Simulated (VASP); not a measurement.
# Nb2MoN3 (R-3m) in VASP: single point with PBE

Aim: the single point of Nb2MoN3 with PBE.

All numbers are computed with VASP 6.6.1; they aren't measurements. Logs are shortened: lines on timing, memory, paths and dates and some standing lists are left out, and cuts for length are marked.

### 1 The cell of the first run

Symmetry: R-3m, No. 166, trigonal system. The conventional cell has a = 5.338 Å, b = 5.338 Å, c = 8.809 Å, α = 90.00°, β = 90.00°, γ = 120.00°. Nb (site symmetry 3m) has 3 N at 2.05 Å within 2.7 Å. Within 2.9 Å of Mo (site symmetry -3m) lie 6 N at 2.13 Å and 2 Nb at 2.82 Å. N (site symmetry 2/m) has 2 Nb at 2.05 Å and 2 Mo at 2.13 Å and 4 N at 2.67 Å within 2.7 Å.

The cell was built from a structure type or drawn by symmetry, and may not be a known phase.

### 2 Single point, PBE, collinear spin

Input file INCAR:

```
SYSTEM = Nb2MoN3
PREC     = Accurate       ! precision mode
ENCUT    = 600            ! plane-wave cutoff, eV
EDIFF    = 1E-6           ! SCF threshold, eV
ISMEAR   = 0              ! smearing method
SIGMA    = 0.15           ! smearing width, eV
LREAL    = .FALSE.        ! projectors in reciprocal space
LASPH    = .TRUE.         ! aspherical terms in the spheres
NELM     = 200            ! most SCF steps
ALGO     = Normal         ! electronic algorithm
ISIF     = 2              ! what is computed and relaxed
LWAVE    = .FALSE.        ! write WAVECAR
LCHARG   = .TRUE.         ! write CHGCAR
ISPIN    = 2              ! spin polarisation
MAGMOM   = 0 0 1 0 0 0    ! initial moments
LORBIT   = 11             ! projections on sites
LMAXMIX  = 4              ! l up to which the mixer works
GGA      = PE             ! functional
LELF     = .TRUE.         ! ELF
LVHAR    = .TRUE.       
NBANDS   = 40             ! bands
GGA_COMPAT= .FALSE.
```

Input file KPOINTS:

```
regular mesh
0
G
  3 3 3
  0 0 0
```

Input file POSCAR:

```
Nb2MoN3
1.0
    2.6690337795      1.5409673711      2.9362536400
   -2.6690337795      1.5409673711      2.9362536400
    0.0000000000     -3.0819347421      2.9362536400
Nb Mo N
2 1 3
Direct
    0.6793182642      0.6793182642      0.6793182642
    0.3206817358      0.3206817358      0.3206817358
    0.0000000000      0.0000000000      0.0000000000
    0.0000000000      0.0000000000      0.5000000000
    0.5000000000      0.0000000000      0.0000000000
    0.0000000000      0.5000000000      0.0000000000
```

Potentials or basis: VASP PAW PBE potentials, release 64 (Nb_sv, Mo_sv, N).

Command:

```sh
$ cat potpaw_PBE.64/Nb_sv/POTCAR potpaw_PBE.64/Mo_sv/POTCAR potpaw_PBE.64/N/POTCAR > POTCAR
$ mpirun -np 1 vasp_std > vasp.out
```

OUTCAR:

```text
SYSTEM = Nb2MoN3
   PREC = Accurate
   ENCUT = 600
   EDIFF = 1E-6
   ISMEAR = 0
   LREAL = .FALSE.
   LASPH = .TRUE.
   NELM = 200
   ISIF = 2
   ISPIN = 2
   LORBIT = 11
   GGA = PE

 ion  position               nearest neighbor table
   1  0.679  0.679  0.679-   5 2.05   6 2.05   4 2.05   3 2.82   3 3.08   3 3.08   3 3.08
   2  0.321  0.321  0.321-   5 2.05   6 2.05   4 2.05   3 2.82   3 3.08   3 3.08   3 3.08
   3  0.000  0.000  0.000-   4 2.13   4 2.13   6 2.13   5 2.13   6 2.13   5 2.13   1 2.82   2 2.82
                             2 3.08   1 3.08   2 3.08   1 3.08   2 3.08   1 3.08
   4  0.000  0.000  0.500-   1 2.05   2 2.05   3 2.13   3 2.13
   5  0.500  0.000  0.000-   1 2.05   2 2.05   3 2.13   3 2.13
   6  0.000  0.500  0.000-   1 2.05   2 2.05   3 2.13   3 2.13

  LATTYP: Found a trigonal (rhomboedric) cell.
 ALAT       =     4.2567484296
 COS(alpha) =     0.2137110593

  Lattice vectors:

 A1 = (   2.6690337795,   1.5409673711,   2.9362536400)
 A2 = (  -2.6690337795,   1.5409673711,   2.9362536400)
 A3 = (   0.0000000000,  -3.0819347421,   2.9362536400)

Analysis of symmetry for initial positions (statically):
=====================================================================
 Subroutine PRICEL returns:
 Original cell was already a primitive cell.

 Routine SETGRP: Setting up the symmetry group for a
 trigonal (rhombohedral) supercell.

 Subroutine GETGRP returns: Found 12 space group operations
 (whereof 12 operations were pure point group operations)
 out of a pool of 12 trial point group operations.

The static configuration has the point symmetry D_3d.

Analysis of symmetry for dynamics (positions and initial velocities):
=====================================================================
 Subroutine PRICEL returns:
 Original cell was already a primitive cell.

 Routine SETGRP: Setting up the symmetry group for a
 trigonal (rhombohedral) supercell.

 Subroutine GETGRP returns: Found 12 space group operations
 (whereof 12 operations were pure point group operations)
 out of a pool of 12 trial point group operations.

The dynamic configuration has the point symmetry D_3d.

Analysis of structural, dynamic, and magnetic symmetry:
=====================================================================
 Subroutine PRICEL returns:
 Original cell was already a primitive cell.

 Routine SETGRP: Setting up the symmetry group for a
 trigonal (rhombohedral) supercell.

[... 128 lines left out ...]
 maximum number of plane-waves:      2435
 NGX is ok and might be reduce to    36
   NGX = 17   NGY = 17   NGZ = 17

 number of electron      55.0000000 magnetization       0.0001195

 number of electron      55.0000000 magnetization      -0.0001155

 Free energy of the ion-electron system (eV)
  ---------------------------------------------------
  ext. energy  EPLUGINS =         0.00000000
  ---------------------------------------------------
  free energy    TOTEN  =       -56.74862556 eV

  energy without entropy =      -56.72882272  energy(sigma->0) =      -56.73872414

 E-fermi :  11.0342     XC(G=0): -12.5629

 val. band max:       10.8979881327   @ k =   0.0000   0.0000   0.0000
 cond. band min:      11.1600537166   @ k =   0.3333   0.3333   0.3333
 fundamental gap:      0.2620655839
 Fermi energy:        11.0341993087

 spin component 1

 k-point     1 :       0.0000    0.0000    0.0000
  band No.  band energies     occupation
      1     -51.0592      1.00000
      2     -44.5647      1.00000
      3     -44.4839      1.00000
      4     -25.3343      1.00000
      5     -25.1528      1.00000
      6     -25.1528      1.00000
[... 241 lines left out ...]
     38      16.0862      0.00000
     39      16.7855      0.00000
 Fermi energy:        11.0341993087

 spin component 2

 k-point     1 :       0.0000    0.0000    0.0000
  band No.  band energies     occupation
      1     -51.0591      1.00000
      2     -44.5647      1.00000
      3     -44.4839      1.00000
      4     -25.3342      1.00000
      5     -25.1527      1.00000
      6     -25.1527      1.00000
[... 241 lines left out ...]
     38      16.0862      0.00000
     39      16.7855      0.00000
 [bands above 39 left out]

------------------------ aborting loop because EDIFF is reached ----------------------------------------

  FORCE on cell =-STRESS in cart. coord.  units (eV):
  Direction    XX          YY          ZZ          XY          YZ          ZX
  --------------------------------------------------------------------------------------
  -------------------------------------------------------------------------------------
  Total       -0.0078580     -0.0078580     -0.2686485      0.0000000     -0.0000000      0.0000000
  in kB       -0.1737523     -0.1737523     -5.9402213      0.0000000     -0.0000000      0.0000000
  external PRESSURE =      -2.0959086 kB  Pullay stress =       0.0000000 kB

 VOLUME and BASIS-vectors are now :
 -----------------------------------------------------------------------------
  energy-cutoff  :      600.00
  volume of cell :       72.46
      direct lattice vectors                 reciprocal lattice vectors
     2.669033779  1.540967371  2.936253640     0.187333710  0.108157168  0.113523344
    -2.669033779  1.540967371  2.936253640    -0.187333710  0.108157168  0.113523344
     0.000000000 -3.081934742  2.936253640     0.000000000 -0.216314336  0.113523344

 POSITION                                       TOTAL-FORCE (eV/Angst)
 -----------------------------------------------------------------------------------
      0.00000      0.00000      5.98395         0.000000      0.000000      0.028855
      0.00000      0.00000      2.82481         0.000000     -0.000000     -0.028855
      0.00000      0.00000      0.00000         0.000000     -0.000000     -0.000000
      0.00000     -1.54097      1.46813         0.000000      0.000000     -0.000000
      1.33452      0.77048      1.46813         0.000000      0.000000     -0.000000
     -1.33452      0.77048      1.46813        -0.000000     -0.000000     -0.000000
 -----------------------------------------------------------------------------------
    total drift:                                0.000000     -0.000000      0.000000

  FREE ENERGIE OF THE ION-ELECTRON SYSTEM (eV)
  ---------------------------------------------------
  free  energy   TOTEN  =       -56.7486255558 eV

  energy  without entropy=      -56.7288227192  energy(sigma->0) =      -56.73872414

 total charge

# of ion       s       p       d       tot
------------------------------------------
    1        2.171   6.025   2.514  10.710
    2        2.171   6.025   2.514  10.710
    3        2.289   6.243   3.889  12.422
    4        1.264   2.425   0.000   3.688
    5        1.264   2.425   0.000   3.688
    6        1.264   2.425   0.000   3.688
--------------------------------------------------
tot         10.421  25.568   8.918  44.907

 magnetization (x)

# of ion       s       p       d       tot
------------------------------------------
    1       -0.000  -0.000  -0.000  -0.000
    2       -0.000  -0.000  -0.000  -0.000
    3        0.000   0.000   0.000   0.000
    4       -0.000   0.000   0.000   0.000
    5       -0.000   0.000   0.000   0.000
    6       -0.000   0.000   0.000   0.000
--------------------------------------------------
tot         -0.000   0.000   0.000   0.000
```

Run time: 2.3 min. Hardware: 1 thread of Intel Xeon 8259CL, shared host; peak memory 0.26 GiB.

What came out:

| Item | Value |
| --- | --- |
| Free energy | -56.7486 eV |
| Pressure | -0.2 GPa |
| Largest force | 0.029 eV/Å |
| Net moment | 0.00 μB per cell |
| Valence electrons inside the program's atomic spheres | Nb 10.71; Mo 12.42; N 3.69 |

Forces in eV/Å, atoms in the order of the input:
```
Nb   0.000  0.000  0.029
Nb   0.000  0.000 -0.029
Mo   0.000  0.000  0.000
N    0.000  0.000  0.000
N    0.000  0.000  0.000
N    0.000  0.000  0.000
```

Levels at points of the mesh, in eV from the Fermi level:
Spin up:
| k point | band 24 | band 25 | band 26 | band 27 | band 28 | band 29 | band 30 | band 31 |
| --- | --- | --- | --- | --- | --- | --- | --- | --- |
| (0.00, 0.00, 0.00) | -1.97 | -1.91 | -1.91 | -1.75 | -0.93 | -0.93 | -0.14 | 1.26 |
Spin down:
```csv
k point,band 24,band 25,band 26,band 27,band 28,band 29,band 30,band 31
"(0.00, 0.00, 0.00)",-1.97,-1.91,-1.91,-1.75,-0.93,-0.93,-0.14,1.26
```

Caveat: the k points lie up to 0.51 Å⁻¹ apart.
